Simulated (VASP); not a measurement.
## TePb: single point with LDA

The system is TePb.

```
Te Pb
1.0
     0.00000    3.27090    3.27090
     3.27090    0.00000    3.27090
     3.27090    3.27090    0.00000
Te Pb
1 1
Direct
  0.00000 0.00000 0.00000
  0.50000 0.50000 0.50000
```

```yaml
Program: VASP 6.6.1
Task: single point
Functional: LDA
Potentials_or_basis: VASP PAW LDA potentials, release 64 (Te, Pb_d)
Cutoff: 500 eV
k_mesh: 4 × 4 × 4
Occupations: methfessel-paxton, width 0.047 eV
Spin: no spin polarisation
Dipole_correction: no
Further_INCAR_settings: ALGO = Normal; EDIFF = 1e-06; NBANDS = 17
```

```yaml
Pressure: -3.0 GPa
Band_gap_on_the_k_mesh: 0.71 eV, direct
```

Levels at points of the mesh, in eV from the valence-band top:
| k point | band 7 | band 8 | band 9 | band 10 | band 11 | band 12 | band 13 | band 14 |
| --- | --- | --- | --- | --- | --- | --- | --- | --- |
| (0.00, 0.00, 0.00) | -5.76 | -1.20 | -1.20 | -1.20 | 3.95 | 3.95 | 3.95 | 5.87 |
| (0.50, 0.00, 0.00) | -8.44 | -0.75 | -0.75 | 0.00 | 0.71 | 1.30 | 1.30 | 8.26 |
| (0.50, 0.50, 0.00) | -7.29 | -4.22 | -2.59 | -2.59 | 3.41 | 5.26 | 5.26 | 6.40 |

Wall time 8.2 s on 1 thread of Intel(R) Xeon(R) 6975P-C (Granite Rapids), on a shared host, peak memory 0.17 GiB.

Caveat: spin-orbit coupling is left out, which moves the levels of the heavy elements. A k mesh can miss the band edges.
